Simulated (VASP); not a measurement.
# FeCuSO (P4/nmm) in VASP: single point with PBE+U

Aim: the single point of FeCuSO with PBE+U.

Program: VASP 6.6.1. These are calculated values, not measurements. Logs are shortened: lines on timing, memory, paths and dates and some standing lists are left out, and cuts for length are marked.

### 1 The cell of the first run

It takes space group P4/nmm (No. 129, tetragonal). Conventional cell: a = 3.822 Å, b = 3.822 Å, c = 8.645 Å, α = 90.00°, β = 90.00°, γ = 90.00°. Within 2.8 Å of Fe (site symmetry -4m2) lie 4 O at 2.02 Å and 4 Fe at 2.70 Å. Within 3.1 Å of Cu (site symmetry -4m2) lie 4 S at 2.34 Å and 4 Cu at 2.70 Å. Within 3.1 Å of S (site symmetry 4mm) lie 4 Cu at 2.34 Å. O (site symmetry 4mm) has 4 Fe at 2.02 Å within 2.7 Å.

### 2 Single point, PBE+U, collinear spin, antiferromagnetic start

INCAR

```
SYSTEM = FeCuSO
PREC = Accurate
ENCUT = 520
EDIFF = 1E-6
ISMEAR = -1
SIGMA = 0.05
LREAL = .FALSE.
LASPH = .TRUE.
NELM = 150
ALGO = Normal
ISIF = 2
LWAVE = .FALSE.
LCHARG = .FALSE.
ISPIN = 2
MAGMOM = 4 -4 0 0 0 0 0 0
LORBIT = 11
LMAXMIX = 4
LDAU = .TRUE.
LDAUTYPE = 2
LDAUL = 2 -1 -1 -1
LDAUU = 4 0 0 0
LDAUJ = 0 0 0 0
LDAUPRINT = 1
GGA = PE
NBANDS = 45
```

KPOINTS

```
Automatic mesh
0
G
  7 7 4
  0 0 0
```

POSCAR

```
FeCuSO
1.0
    3.8219000000      0.0000000000      0.0000000000
    0.0000000000      3.8219000000      0.0000000000
    0.0000000000      0.0000000000      8.6450000000
Fe Cu S O
2 2 2 2
Direct
    0.5000000000      0.5000000000      0.0000000000
    0.0000000000      0.0000000000      0.0000000000
    0.0000000000      0.0000000000      0.5000000000
    0.5000000000      0.5000000000      0.5000000000
    0.5000000000      0.0000000000      0.3442000000
    0.0000000000      0.5000000000      0.6558000000
    0.5000000000      0.0000000000      0.9256000000
    0.0000000000      0.5000000000      0.0744000000
```

Potentials or basis: VASP PAW PBE potentials, release 64 (Fe, Cu, S, O).

Run with:

```sh
$ cat potpaw_PBE.64/Fe/POTCAR potpaw_PBE.64/Cu/POTCAR potpaw_PBE.64/S/POTCAR potpaw_PBE.64/O/POTCAR > POTCAR
$ mpirun -np 1 vasp_std > vasp.out
```

OUTCAR:

```text
SYSTEM = FeCuSO
   PREC = Accurate
   ENCUT = 520
   EDIFF = 1E-6
   ISMEAR = -1
   LREAL = .FALSE.
   LASPH = .TRUE.
   NELM = 150
   ISIF = 2
   ISPIN = 2
   LORBIT = 11
   GGA = PE

 ion  position               nearest neighbor table
   1  0.500  0.500  0.000-   7 2.02   8 2.02   7 2.02   8 2.02   2 2.70   2 2.70   2 2.70   2 2.70

   2  0.000  0.000  0.000-   7 2.02   8 2.02   8 2.02   7 2.02   1 2.70   1 2.70   1 2.70   1 2.70

   3  0.000  0.000  0.500-   5 2.34   6 2.34   6 2.34   5 2.34   4 2.70   4 2.70   4 2.70   4 2.70

   4  0.500  0.500  0.500-   5 2.34   6 2.34   5 2.34   6 2.34   3 2.70   3 2.70   3 2.70   3 2.70

   5  0.500  0.000  0.344-   3 2.34   4 2.34   4 2.34   3 2.34
   6  0.000  0.500  0.656-   3 2.34   4 2.34   3 2.34   4 2.34
   7  0.500  0.000  0.926-   1 2.02   2 2.02   1 2.02   2 2.02
   8  0.000  0.500  0.074-   1 2.02   2 2.02   2 2.02   1 2.02

  LATTYP: Found a simple tetragonal cell.
 ALAT       =     3.8219000000
 C/A-ratio  =     2.2619639446

  Lattice vectors:

 A1 = (   3.8219000000,   0.0000000000,   0.0000000000)
 A2 = (   0.0000000000,   3.8219000000,   0.0000000000)
 A3 = (   0.0000000000,   0.0000000000,   8.6450000000)

Analysis of symmetry for initial positions (statically):
=====================================================================
 Subroutine PRICEL returns:
 Original cell was already a primitive cell.

 Routine SETGRP: Setting up the symmetry group for a
 simple tetragonal supercell.

 Subroutine GETGRP returns: Found 16 space group operations
 (whereof  8 operations were pure point group operations)
 out of a pool of 16 trial point group operations.

The static configuration has the point symmetry D_2d.
 The point group associated with its full space group is D_4h.

Analysis of symmetry for dynamics (positions and initial velocities):
=====================================================================
 Subroutine PRICEL returns:
 Original cell was already a primitive cell.

 Routine SETGRP: Setting up the symmetry group for a
 simple tetragonal supercell.

 Subroutine GETGRP returns: Found 16 space group operations
 (whereof  8 operations were pure point group operations)
 out of a pool of 16 trial point group operations.

The dynamic configuration has the point symmetry D_2d.
 The point group associated with its full space group is D_4h.

Analysis of structural, dynamic, and magnetic symmetry:
=====================================================================
 Subroutine PRICEL returns:
 Original cell was already a primitive cell.

 Routine SETGRP: Setting up the symmetry group for a
 simple tetragonal supercell.

 Subroutine GETGRP returns: Found 16 space group operations
 (whereof  8 operations were pure point group operations)
 out of a pool of 16 trial point group operations.

The overall configuration has the point symmetry D_2d.
 The point group associated with its full space group is D_4h.

 Subroutine INISYM returns: Found 16 space group operations
 (whereof  8 operations are pure point group operations),
 and found     1 'primitive' translations

----------------------------------------------------------------------------------------

                                     Primitive cell

  volume of cell :     126.2768

  direct lattice vectors                    reciprocal lattice vectors
     3.821900000  0.000000000  0.000000000     0.261649965  0.000000000  0.000000000
     0.000000000  3.821900000  0.000000000     0.000000000  0.261649965  0.000000000
[... 167 lines left out ...]
  o =  0.9680  v =  0.0000  0.0000  1.0000 -0.0000  0.0000  0.0000  0.0000  0.0000  0.0000  0.0000      0.0000  0.0000  0.0000  0.0000  0.0000  0.0000  0.0000  0.0000  0.0000  0.0000
  o =  0.9753  v =  1.0000  0.0000  0.0000  0.0000  0.0000  0.0000  0.0000  0.0000  0.0000  0.0000      0.0000  0.0000  0.0000  0.0000  0.0000  0.0000  0.0000  0.0000  0.0000  0.0000
  o =  0.9758  v =  0.0000  0.5365 -0.0000  0.8439  0.0000  0.0000  0.0000  0.0000  0.0000  0.0000      0.0000  0.0000  0.0000  0.0000  0.0000  0.0000  0.0000  0.0000  0.0000  0.0000
  o =  0.9758  v =  0.0000 -0.8439  0.0000  0.5365  0.0000  0.0000  0.0000  0.0000  0.0000  0.0000      0.0000  0.0000  0.0000  0.0000  0.0000  0.0000  0.0000  0.0000  0.0000  0.0000
  o =  1.0257  v =  0.0000 -0.0000  0.0000  0.0000 -1.0000  0.0000  0.0000  0.0000  0.0000  0.0000      0.0000  0.0000  0.0000  0.0000  0.0000  0.0000  0.0000  0.0000  0.0000  0.0000

atom =   2  type =  1  l = 2

 onsite density matrix

spin component  1

  0.4785 -0.0000  0.0000  0.0000  0.0000
 -0.0000  0.0680  0.0000  0.0000 -0.0000
  0.0000  0.0000  0.3443  0.0000  0.0000
  0.0000  0.0000  0.0000  0.0680 -0.0000
  0.0000 -0.0000  0.0000 -0.0000  0.1791

spin component  2

  0.9753 -0.0000  0.0000 -0.0000  0.0000
 -0.0000  0.9758 -0.0000  0.0000 -0.0000
  0.0000 -0.0000  0.9680  0.0000 -0.0000
 -0.0000  0.0000  0.0000  0.9758  0.0000
  0.0000 -0.0000 -0.0000  0.0000  1.0257

 occupancies and eigenvectors

  o =  0.0680  v =  0.0000 -0.0623 -0.0000 -0.9981 -0.0000  0.0000  0.0000  0.0000  0.0000  0.0000      0.0000  0.0000  0.0000  0.0000  0.0000  0.0000  0.0000  0.0000  0.0000  0.0000
  o =  0.0680  v =  0.0000  0.9981  0.0000 -0.0623  0.0000  0.0000  0.0000  0.0000  0.0000  0.0000      0.0000  0.0000  0.0000  0.0000  0.0000  0.0000  0.0000  0.0000  0.0000  0.0000
  o =  0.1791  v =  0.0000  0.0000  0.0000  0.0000 -1.0000  0.0000  0.0000  0.0000  0.0000  0.0000      0.0000  0.0000  0.0000  0.0000  0.0000  0.0000  0.0000  0.0000  0.0000  0.0000
  o =  0.3443  v =  0.0000 -0.0000 -1.0000  0.0000 -0.0000  0.0000  0.0000  0.0000  0.0000  0.0000      0.0000  0.0000  0.0000  0.0000  0.0000  0.0000  0.0000  0.0000  0.0000  0.0000
  o =  0.4785  v =  1.0000  0.0000  0.0000  0.0000  0.0000  0.0000  0.0000  0.0000  0.0000  0.0000      0.0000  0.0000  0.0000  0.0000  0.0000  0.0000  0.0000  0.0000  0.0000  0.0000
  o =  0.9680  v =  0.0000  0.0000  0.0000  0.0000  0.0000  0.0000  0.0000  1.0000 -0.0000 -0.0000      0.0000  0.0000  0.0000  0.0000  0.0000  0.0000  0.0000  0.0000  0.0000  0.0000
  o =  0.9753  v =  0.0000  0.0000  0.0000  0.0000  0.0000  1.0000  0.0000  0.0000  0.0000  0.0000      0.0000  0.0000  0.0000  0.0000  0.0000  0.0000  0.0000  0.0000  0.0000  0.0000
  o =  0.9758  v =  0.0000  0.0000  0.0000  0.0000  0.0000  0.0000  0.5099 -0.0000 -0.8602  0.0000      0.0000  0.0000  0.0000  0.0000  0.0000  0.0000  0.0000  0.0000  0.0000  0.0000
  o =  0.9758  v =  0.0000  0.0000  0.0000  0.0000  0.0000  0.0000 -0.8602 -0.0000 -0.5099 -0.0000      0.0000  0.0000  0.0000  0.0000  0.0000  0.0000  0.0000  0.0000  0.0000  0.0000
  o =  1.0257  v =  0.0000  0.0000  0.0000  0.0000  0.0000  0.0000 -0.0000  0.0000 -0.0000  1.0000      0.0000  0.0000  0.0000  0.0000  0.0000  0.0000  0.0000  0.0000  0.0000  0.0000

 number of electron      61.9999908 magnetization      -0.0000000

 Free energy of the ion-electron system (eV)
  ---------------------------------------------------
  ext. energy  EPLUGINS =         0.00000000
  ---------------------------------------------------
  free energy    TOTEN  =       -41.17854320 eV

  energy without entropy =      -41.10946052  energy(sigma->0) =      -41.14400186

 E-fermi :   3.8026     XC(G=0): -10.0869

 val. band max:        3.7861112003   @ k =   0.1429   0.0000   0.0000
 cond. band min:       3.8134655894   @ k =   0.2857   0.1429   0.2500
 fundamental gap:      0.0273543891
 Fermi energy:         3.8025800850

 spin component 1

 k-point     1 :       0.0000    0.0000    0.0000
  band No.  band energies     occupation
      1     -15.6787      1.00000
      2     -15.0298      1.00000
      3      -9.6108      1.00000
      4      -8.7004      1.00000
      5      -3.3479      1.00000
      6      -3.3479      1.00000
[... 2201 lines left out ...]
     42      10.9674      0.00000
     43      11.0284      0.00000

 [... further k-points ...]

 [bands above 43 left out]

------------------------ aborting loop because EDIFF is reached ----------------------------------------

  FORCE on cell =-STRESS in cart. coord.  units (eV):
  Direction    XX          YY          ZZ          XY          YZ          ZX
  --------------------------------------------------------------------------------------
  -------------------------------------------------------------------------------------
  Total        1.0315776      1.0315776     -2.7127685      0.0000000      0.0000000     -0.0000000
  in kB       13.0884687     13.0884687    -34.4191137      0.0000000      0.0000000     -0.0000000
  external PRESSURE =      -2.7473921 kB  Pullay stress =       0.0000000 kB

 VOLUME and BASIS-vectors are now :
 -----------------------------------------------------------------------------
  energy-cutoff  :      520.00
  volume of cell :      126.28
      direct lattice vectors                 reciprocal lattice vectors
     3.821900000  0.000000000  0.000000000     0.261649965  0.000000000  0.000000000
     0.000000000  3.821900000  0.000000000     0.000000000  0.261649965  0.000000000
     0.000000000  0.000000000  8.645000000     0.000000000  0.000000000  0.115673800

 POSITION                                       TOTAL-FORCE (eV/Angst)
 -----------------------------------------------------------------------------------
      1.91095      1.91095      0.00000         0.000000      0.000000      0.000000
      0.00000      0.00000      0.00000        -0.000000      0.000000      0.000000
      0.00000      0.00000      4.32250         0.000000     -0.000000      0.000000
      1.91095      1.91095      4.32250        -0.000000      0.000000      0.000000
      1.91095      0.00000      2.97561        -0.000000      0.000000     -0.071896
      0.00000      1.91095      5.66939        -0.000000     -0.000000      0.071896
      1.91095      0.00000      8.00181         0.000000     -0.000000      0.427342
      0.00000      1.91095      0.64319        -0.000000      0.000000     -0.427342
 -----------------------------------------------------------------------------------
    total drift:                                0.000000      0.000000      0.000000

  FREE ENERGIE OF THE ION-ELECTRON SYSTEM (eV)
  ---------------------------------------------------
  free  energy   TOTEN  =       -41.1785432024 eV

  energy  without entropy=      -41.1094605191  energy(sigma->0) =      -41.14400186

 total charge

# of ion       s       p       d       tot
------------------------------------------
    1        0.342   0.425   6.035   6.802
    2        0.342   0.425   6.035   6.802
    3        0.382   0.393   9.176   9.951
    4        0.382   0.393   9.176   9.951
    5        1.341   2.311   0.000   3.652
    6        1.341   2.311   0.000   3.652
    7        1.560   3.442   0.000   5.002
    8        1.560   3.442   0.000   5.002
--------------------------------------------------
tot          7.249  13.144  30.422  50.816

 magnetization (x)

# of ion       s       p       d       tot
------------------------------------------
    1        0.032   0.043   3.777   3.853
    2       -0.032  -0.043  -3.777  -3.853
    3       -0.001  -0.003  -0.005  -0.008
    4        0.001   0.003   0.005   0.008
    5        0.000   0.000   0.000   0.000
    6        0.000   0.000   0.000   0.000
    7        0.000   0.000   0.000   0.000
    8        0.000   0.000   0.000   0.000
--------------------------------------------------
tot          0.000  -0.000  -0.000  -0.000
```

Wall time 16 min (1 thread of Intel Xeon 8259CL, shared host); peak memory 0.44 GiB.

What came out:

```yaml
Free_energy: -41.1785 eV
Pressure: -0.3 GPa
Largest_force: 0.427 eV/Å
Band_gap_on_the_k_mesh: zero (filled and empty bands overlap)
Net_moment: 0.00 μB per cell
Site_moments: Fe +3.85, -3.85; Cu -0.01, +0.01; S +0.00; O +0.00 μB
Valence_electrons_inside_the_program's_atomic_spheres: Fe 6.80; Cu 9.95; S 3.65; O 5.00
```

Forces in eV/Å, atoms in the order of the input:
```
Fe   0.000  0.000  0.000
Fe   0.000  0.000  0.000
Cu   0.000  0.000  0.000
Cu   0.000  0.000  0.000
S    0.000  0.000 -0.072
S    0.000  0.000  0.072
O    0.000  0.000  0.427
O    0.000  0.000 -0.427
```

Levels at points of the mesh, in eV from the Fermi level:
Spin up:
| k point | band 27 | band 28 | band 29 | band 30 | band 31 | band 32 | band 33 | band 34 | band 35 | band 36 |
| --- | --- | --- | --- | --- | --- | --- | --- | --- | --- | --- |
| (0.00, 0.00, 0.00) | -1.36 | -1.36 | -0.42 | -0.03 | 0.28 | 0.55 | 0.55 | 1.83 | 2.13 | 2.13 |
| (0.00, 0.00, 0.50) | -1.36 | -1.36 | -0.74 | -0.42 | 0.56 | 0.56 | 0.66 | 2.12 | 2.12 | 2.51 |
Spin down:
| k point | band 28 | band 29 | band 30 | band 31 | band 32 | band 33 | band 34 | band 35 |
| --- | --- | --- | --- | --- | --- | --- | --- | --- |
| (0.00, 0.00, 0.00) | -1.36 | -0.42 | -0.03 | 0.28 | 0.55 | 0.55 | 1.83 | 2.13 |
| (0.00, 0.00, 0.50) | -1.36 | -0.74 | -0.42 | 0.56 | 0.56 | 0.66 | 2.12 | 2.12 |

Eigenvalues of the final occupation matrices:
| site | spin | trace | eigenvalues |
| --- | --- | --- | --- |
| site 1 d | 1 | 4.92 | 0.97 0.98 0.98 0.98 1.03 |
| site 1 d | 2 | 1.14 | 0.07 0.07 0.18 0.34 0.48 |
| site 2 d | 1 | 1.14 | 0.07 0.07 0.18 0.34 0.48 |
| site 2 d | 2 | 4.92 | 0.97 0.98 0.98 0.98 1.03 |

The state reached can hang on the start; a lower one may exist.

The gap in the log of VASP goes by the Fermi energy; the results here count the filled bands.